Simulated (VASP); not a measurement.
# Mg in VASP: a series of runs

Mg is run at these levels: PBE; tasks: electric field gradients.

All numbers are computed with VASP 6.6.1; they aren't measurements. Logs are shortened: lines on timing, memory, paths and dates and some standing lists are left out, and cuts for length are marked.

## Step 1: The cell of the first run

It takes space group Im-3m (No. 229, cubic). Conventional cell: a = 2.992 Å, b = 2.992 Å, c = 2.992 Å, α = 90.00°, β = 90.00°, γ = 90.00°. Mg (site symmetry m-3m) has 14 Mg at 2.59 to 2.99 Å within 3.4 Å.

## Step 2: Electric field gradients, PBE (volume scaled by 1.04)

The input, INCAR:

```
ALGO = Normal
EDIFF = 1E-8
ENCUT = 520
GGA = PE
ISIF = 2
ISMEAR = -1
LASPH = True
LCHARG = False
LEFG = True
LREAL = False
LWAVE = False
NBANDS = 7
NELM = 100
PREC = Accurate
SIGMA = 0.05
```

The input, KPOINTS:

```
k-points
0
Gamma
  16 16 16
```

The input, POSCAR:

```
Mg
1.0
   -1.4959298597      1.4959298597      1.4959298597
    1.4959298597     -1.4959298597      1.4959298597
    1.4959298597      1.4959298597     -1.4959298597
Mg
1
Direct
    0.0000000000      0.0000000000      0.0000000000
```

Potentials or basis: VASP PAW PBE potentials, release 64 (Mg).

The run is started by

```bash
$ cat potpaw_PBE.64/Mg/POTCAR > POTCAR
$ mpirun -np 1 vasp_std > vasp.out
```

OUTCAR:

```text
EDIFF = 1E-8
   ENCUT = 520
   GGA = PE
   ISIF = 2
   ISMEAR = -1
   LASPH = True
   LREAL = False
   NELM = 100
   PREC = Accurate

 ion  position               nearest neighbor table
   1  0.000  0.000  0.000-

  LATTYP: Found a body centered cubic cell.
 ALAT       =     2.9918597194

  Lattice vectors:

 A1 = (  -1.4959298597,   1.4959298597,   1.4959298597)
 A2 = (   1.4959298597,  -1.4959298597,   1.4959298597)
 A3 = (   1.4959298597,   1.4959298597,  -1.4959298597)

Analysis of symmetry for initial positions (statically):
=====================================================================
 Subroutine PRICEL returns:
 Original cell was already a primitive cell.

 Routine SETGRP: Setting up the symmetry group for a
 body centered cubic supercell.

 Subroutine GETGRP returns: Found 48 space group operations
 (whereof 48 operations were pure point group operations)
 out of a pool of 48 trial point group operations.

The static configuration has the point symmetry O_h .

Analysis of symmetry for dynamics (positions and initial velocities):
=====================================================================
 Subroutine PRICEL returns:
 Original cell was already a primitive cell.

 Routine SETGRP: Setting up the symmetry group for a
 body centered cubic supercell.

 Subroutine GETGRP returns: Found 48 space group operations
 (whereof 48 operations were pure point group operations)
 out of a pool of 48 trial point group operations.

The dynamic configuration has the point symmetry O_h .

 Subroutine INISYM returns: Found 48 space group operations
 (whereof 48 operations are pure point group operations),
 and found     1 'primitive' translations

----------------------------------------------------------------------------------------

                                     Primitive cell

  volume of cell :      13.3904

  direct lattice vectors                    reciprocal lattice vectors
    -1.495929860  1.495929860  1.495929860     0.000000000  0.334240270  0.334240270
     1.495929860 -1.495929860  1.495929860     0.334240270  0.000000000  0.334240270
     1.495929860  1.495929860 -1.495929860     0.334240270  0.334240270  0.000000000

  length of vectors
     2.591026522  2.591026522  2.591026522     0.472687123  0.472687123  0.472687123

  position of ions in fractional coordinates (direct lattice)
     0.000000000  0.000000000  0.000000000

  ion indices of the primitive-cell ions
   primitive index   ion index
                 1           1

----------------------------------------------------------------------------------------

 KPOINTS: k-points

Automatic generation of k-mesh.
 Grid dimensions read from file:
 generate k-points for:   16   16   16

 Generating k-lattice:

  Cartesian coordinates                     Fractional coordinates (reciprocal lattice)
     0.000000000  0.020890017  0.020890017     0.062500000  0.000000000  0.000000000
     0.020890017  0.000000000  0.020890017     0.000000000  0.062500000  0.000000000
     0.020890017  0.020890017  0.000000000     0.000000000  0.000000000  0.062500000

  Length of vectors
     0.029542945  0.029542945  0.029542945

  Shift w.r.t. Gamma in fractional coordinates (k-lattice)
     0.000000000  0.000000000  0.000000000

 Subroutine IBZKPT returns following result:
 ===========================================

 Found    145 irreducible k-points:

 Following reciprocal coordinates:
            Coordinates               Weight
  0.000000  0.000000  0.000000      1.000000
  0.062500  0.000000  0.000000     12.000000
  0.125000  0.000000  0.000000     12.000000
  0.187500  0.000000  0.000000     12.000000
  0.250000  0.000000  0.000000     12.000000
  0.312500  0.000000  0.000000     12.000000
[... 16 lines left out ...]
  0.187500  0.187500  0.000000     24.000000
  0.250000  0.187500  0.000000     48.000000
 [... further k-points ...]
   k-points           NKPTS =    145   k-points in BZ     NKDIM =    145   number of bands    NBANDS=      7
   number of dos      NEDOS =    301   number of ions     NIONS =      1
   total plane-waves  NPLWV =   8000
   dimension x,y,z NGX =    20 NGY =   20 NGZ =   20
   dimension x,y,z NGXF=    40 NGYF=   40 NGZF=   40
   ions per type =               1
   NGX,Y,Z   is equivalent  to a cutoff of  12.83, 12.83, 12.83 a.u.
   NGXF,Y,Z  is equivalent  to a cutoff of  25.66, 25.66, 25.66 a.u.
 SYSTEM =  unknown system
   PREC   = accura    normal or accurate (medium, high low for compatibility)
   ISTART =      0    job   : 0-new  1-cont  2-samecut
   ICHARG =      2    charge: 1-file 2-atom 10-const
   ISPIN  =      1    spin polarized calculation?
   LNONCOLLINEAR =      F non collinear calculations
   LSORBIT =      F    spin-orbit coupling
   LASPH  =      T    aspherical Exc in radial PAW
   ENCUT  =  520.0 eV  38.22 Ry    6.18 a.u.   4.82  4.82  4.82*2*pi/ulx,y,z
   NELM   =    100;   NELMIN=  2; NELMDL= -5     # of ELM steps
   EDIFF  = 0.1E-07   stopping-criterion for ELM
   LREAL  =      F    real-space projection
   EDIFFG = 0.1E-06   stopping-criterion for IOM
   NSW    =      0    number of steps for IOM
   IBRION =     -1    ionic relax: 0-MD 1-quasi-New 2-CG
   NFREE  =      0    steps in history (QN), initial steepest desc. (CG)
   ISIF   =      2    stress and relaxation
   ISYM   =      2    0-nonsym 1-usesym 2-fastsym
   POTIM  = 0.5000    time-step for ionic-motion
   TEBEG  =    0.0;   TEEND  =   0.0 temperature during run
   PSTRESS=    0.0 pullay stress
   NELECT =       2.0000    total number of electrons
   NUPDOWN=      -1.0000    fix difference up-down
   EMIN   =  10.00;   EMAX   =-10.00  energy-range for DOS
   EFERMI =   0.00;   METHOD = LEGACY
   ISMEAR =    -1;   SIGMA  =   0.05  broadening in eV -4-tet -1-fermi 0-gaus
   EFERMI_NEDOS =   21; number of points for ismear=-14 and -15
   IALGO  =     38    algorithm
   IMIX   =      4    mixing-type and parameters
     AMIX     =   0.40;   BMIX     =  1.00
     AMIX_MAG =   1.60;   BMIX_MAG =  1.00
  volume/ion in A,a.u.               =      13.39        90.36
  Fermi-wavevector in a.u.,A,eV,Ry     =   0.868601  1.641418 10.265154  0.754467
  Thomas-Fermi vector in A             =   1.987303
   LORBIT       =      0    0 simple, 1 ext, 2 COOP (PROOUT), +10 PAW based schemes
   GGA     = PE    functional components
   LHFCALC =     F    Hartree Fock is set to
   AEXX    =    0.0000 exact exchange contribution
   IVDW    =     0    specifies the selected vdW correction
   LEPSILON=     F    determine dielectric tensor
   LRPA    =     F    only Hartree local field effects (RPA)
 non-spin polarized calculation
  energy-cutoff  :      520.00
  volume of cell :       13.39
 maximum number of plane-waves:       372
   NGX =  9   NGY =  9   NGZ =  9

 number of electron       2.0000000 magnetization

 Free energy of the ion-electron system (eV)
  ---------------------------------------------------
  ext. energy  EPLUGINS =         0.00000000
  ---------------------------------------------------
  free energy    TOTEN  =        -0.44101915 eV

  energy without entropy =       -0.43862477  energy(sigma->0) =       -0.43982196

 E-fermi :   6.2285     XC(G=0): -10.3443

 val. band max:        6.1813900557   @ k =   0.3750   0.1250   0.1250
 cond. band min:       6.2677097951   @ k =   0.3750   0.1875   0.0625
 fundamental gap:      0.0863197394
 Fermi energy:         6.2284832287

 k-point     1 :       0.0000    0.0000    0.0000
  band No.  band energies     occupation
      1      -3.3831      2.00000
      2      23.3657      0.00000
      3      23.3657      0.00000
      4      23.3657      0.00000
      5      26.0354      0.00000
      6      26.0354      0.00000
      7      27.7457      0.00000

 k-point     2 :       0.0625    0.0000    0.0000
  band No.  band energies     occupation
      1      -3.2505      2.00000
      2      22.1010      0.00000
      3      22.6499      0.00000
      4      23.1936      0.00000
      5      25.0127      0.00000
      6      25.1900      0.00000
      7      28.6163      0.00000

 k-point     3 :       0.1250    0.0000    0.0000
  band No.  band energies     occupation
      1      -2.8547      2.00000
      2      19.3453      0.00000
      3      21.3358      0.00000
      4      22.7720      0.00000
      5      23.9886      0.00000
      6      24.7806      0.00000
      7      29.5897      0.00000

 k-point     4 :       0.1875    0.0000    0.0000
  band No.  band energies     occupation
      1      -2.2013      2.00000
      2      16.4841      0.00000
      3      20.0525      0.00000
      4      22.2660      0.00000
      5      22.9255      0.00000
      6      24.6727      0.00000
      7      29.8966      0.00000

 k-point     5 :       0.2500    0.0000    0.0000
  band No.  band energies     occupation
      1      -1.2995      2.00000
      2      13.7622      0.00000
      3      18.9528      0.00000
      4      21.7873      0.00000
      5      22.0545      0.00000
      6      24.4150      0.00000
      7      30.2837      0.00000

 k-point     6 :       0.3125    0.0000    0.0000
  band No.  band energies     occupation
      1      -0.1621      2.00000
      2      11.2210      0.00000
      3      18.0801      0.00000
      4      21.3829      0.00000
      5      21.3905      0.00000
      6      24.0231      0.00000
      7      31.0527      0.00000

 k-point     7 :       0.3750    0.0000    0.0000
  band No.  band energies     occupation
      1       1.1931      2.00000
      2       8.8741      0.00000
      3      17.4504      0.00000
      4      20.9082      0.00000
      5      21.0992      0.00000
      6      23.6271      0.00000
      7      31.5267      0.00000
[... 121 lines left out ...]
 k-point    20 :       0.3125    0.1250    0.0000
  band No.  band energies     occupation
      1       1.5553      2.00000
      2       9.1434      0.00000
      3      14.6893      0.00000
      4      19.9520      0.00000
      5      22.5655      0.00000
      6      26.6412      0.00000
      7      29.3259      0.00000

 k-point    21 :       0.3750    0.1250    0.0000
  band No.  band energies     occupation
      1       3.0723      2.00000
      2       7.0642      0.00000
      3      14.3283      0.00000
      4      19.6703      0.00000
      5      22.3225      0.00000
      6      26.6063      0.00000
      7      29.8511      0.00000

 k-point    22 :       0.4375    0.1250    0.0000
  band No.  band energies     occupation
      1       4.2797      2.00000
      2       5.6692      1.99997
      3      14.2085      0.00000
      4      19.5743      0.00000
      5      22.2385      0.00000
      6      26.5745      0.00000
      7      30.1381      0.00000

 k-point    23 :       0.1875    0.1875    0.0000
  band No.  band energies     occupation
      1       0.0869      2.00000
      2      12.3236      0.00000
      3      14.2981      0.00000
      4      20.2694      0.00000
      5      23.6030      0.00000
      6      26.5851      0.00000
      7      30.2909      0.00000

 k-point    24 :       0.2500    0.1875    0.0000
  band No.  band energies     occupation
      1       1.3142      2.00000
      2      10.4114      0.00000
      3      13.1719      0.00000
      4      19.6846      0.00000
      5      23.6512      0.00000
      6      27.0083      0.00000
      7      30.1266      0.00000

 [... further k-points ...]
[... 5 lines left out ...]
  --------------------------------------------------------------------------------------
  -------------------------------------------------------------------------------------
  Total        4.5757206      4.5757206      4.5757206      0.0000000      0.0000000      0.0000000
  in kB      547.4902566    547.4902566    547.4902566      0.0000000      0.0000000      0.0000000
  external PRESSURE =     547.4902566 kB  Pullay stress =       0.0000000 kB

 VOLUME and BASIS-vectors are now :
 -----------------------------------------------------------------------------
  energy-cutoff  :      520.00
  volume of cell :       13.39
      direct lattice vectors                 reciprocal lattice vectors
    -1.495929860  1.495929860  1.495929860     0.000000000  0.334240270  0.334240270
     1.495929860 -1.495929860  1.495929860     0.334240270  0.000000000  0.334240270
     1.495929860  1.495929860 -1.495929860     0.334240270  0.334240270  0.000000000

 POSITION                                       TOTAL-FORCE (eV/Angst)
 -----------------------------------------------------------------------------------
      0.00000      0.00000      0.00000        -0.000000      0.000000      0.000000
 -----------------------------------------------------------------------------------
    total drift:                                0.000000     -0.000000     -0.000000

  FREE ENERGIE OF THE ION-ELECTRON SYSTEM (eV)
  ---------------------------------------------------
  free  energy   TOTEN  =        -0.4410191458 eV

  energy  without entropy=       -0.4386247675  energy(sigma->0) =       -0.43982196

 Electric field gradients (V/A^2)
---------------------------------------------------------------------
 ion       V_xx      V_yy      V_zz      V_xy      V_xz      V_yz
---------------------------------------------------------------------
   1      -0.000    -0.000    -0.000    -0.000    -0.000    -0.000
---------------------------------------------------------------------

 Electric field gradients after diagonalization (V/A^2)
 (convention: |V_zz| > |V_xx| > |V_yy|)
----------------------------------------------------------------------
 ion       V_xx      V_yy      V_zz     asymmetry (V_yy - V_xx)/ V_zz
----------------------------------------------------------------------
   1       0.000     0.000    -0.000       0.000
----------------------------------------------------------------------

           NMR quadrupolar parameters

 Cq : quadrupolar parameter    Cq=e*Q*V_zz/h
 eta: asymmetry parameters     (V_yy - V_xx)/ V_zz
 Q  : nuclear electric quadrupole moment in mb (millibarn)
----------------------------------------------------------------------
 ion       Cq(MHz)       eta       Q (mb)
----------------------------------------------------------------------
   1      -0.000       0.000       1.000
----------------------------------------------------------------------
```

It took 23 s on 1 thread of AMD EPYC 7R13, shared host; peak memory 0.1 GiB.

Results:

```yaml
Free_energy: -0.4410 eV
Pressure: 54.7 GPa
Band_gap_on_the_k_mesh: zero (band 1 reaches 10.17 eV, above the bottom of band 2 at 5.33 eV)
```

Levels at points of the mesh, in eV from the Fermi level:
```csv
k point,band 1,band 2,band 3,band 4,band 5,band 6
"(0.00, 0.00, 0.00)",-9.61,17.14,17.14,17.14,19.81,19.81
"(0.50, 0.00, 0.00)",-2.27,-0.90,10.72,14.30,14.63,17.01
"(0.50, 0.50, 0.50)",3.94,3.94,5.98,5.98,5.98,14.98
```

Caveat: without QUAD_EFG the Cq values of the log hold for a quadrupole moment of 1 mb, not for the nuclei.

(Part 1 of 2 ends here.)
